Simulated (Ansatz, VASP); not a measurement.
Given: the input of a run of VASP 6.6.1 on GaP.

The input INCAR:

```
ALGO = Normal
EDIFF = 1E-6
ENCUT = 520
GGA = PS
ISIF = 2
ISMEAR = -1
LASPH = T
LCHARG = F
LREAL = F
LWAVE = F
NBANDS = 26
NELM = 60
PREC = Accurate
SIGMA = 0.05
```

File KPOINTS:

```
k-points
0
Gamma
  8 8 8
```

Contents of POSCAR:

```
GaP
1.0
    1.9299744123      1.1142712464      6.3876490005
   -1.9299744123      1.1142712464      6.3876490005
    0.0000000000     -2.2285424929      6.3876490005
Ga P
2 2
Direct
    0.5646280000      0.5646280000      0.5646280000
    0.4353720000      0.4353720000      0.4353720000
    0.9426110000      0.9426110000      0.9426110000
    0.0573890000      0.0573890000      0.0573890000
```

Potentials or basis: VASP PAW PBE potentials, release 64 (Ga_d, P).

Command:

```sh
$ cat potpaw_PBE.64/Ga_d/POTCAR potpaw_PBE.64/P/POTCAR > POTCAR
$ mpirun -np 1 vasp_std > vasp.out
```

Q: Set up the same calculation for Ansatz 0.2.0. Potentials there: all-electron LAPW, scalar-relativistic.

A: As run (the cutoff follows the program's own potentials):

Contents of input.yaml:

```yaml
crystal:
  lattice:
    - [1.9299744123, 1.1142712464, 6.3876490005]
    - [-1.9299744123, 1.1142712464, 6.3876490005]
    - [0.0, -2.2285424929, 6.3876490005]
  atoms:
    - { symbol: Ga, position: [0.564628, 0.564628, 0.564628] }
    - { symbol: Ga, position: [0.435372, 0.435372, 0.435372] }
    - { symbol: P, position: [0.942611, 0.942611, 0.942611] }
    - { symbol: P, position: [0.057389, 0.057389, 0.057389] }
kpoints:
  mp_grid: { grid: [8, 8, 8] }
scf:
  occupations: { method: fermi_dirac, width: 0.05 }
hamiltonian:
  xc: pbesol
  pseudopotentials: { kind: all_electron, lapw: { basis_error: 0.002 } }
output:
  forces: true
  stress: true
  eigenvalues: true
```

Potentials or basis: all-electron LAPW, scalar-relativistic.

Run with:

```bash
$ ansatz run input.yaml --threads 2 --pin off --max-ram 6144MiB --backend cpu --events-out ev --progress --plain --runs-dir out
```

Both were run:

|  | VASP | Ansatz | Ansatz less VASP |
| --- | --- | --- | --- |
| gap on the k mesh at the Fermi level (eV) | 0.74 | 0.73 | -0.009 |
| least direct gap on the mesh (eV) | 1.05 | 1.06 | +0.003 |
| pressure (GPa) | -1.5 | -1.4 | +0.03 |
| traceless stress, the component that is largest in VASP (GPa) | 0.43 | 0.44 | +0.012 |
| rms of the force components (eV/Å) | 0.065 | 0.069 | +0.0041 |

VASP's potentials were made for PBE, not for PBEsol. Atom by atom the forces differ by 0.006 eV/Å (rms over components). Ansatz ran all-electron here, and VASP with PAW potentials.
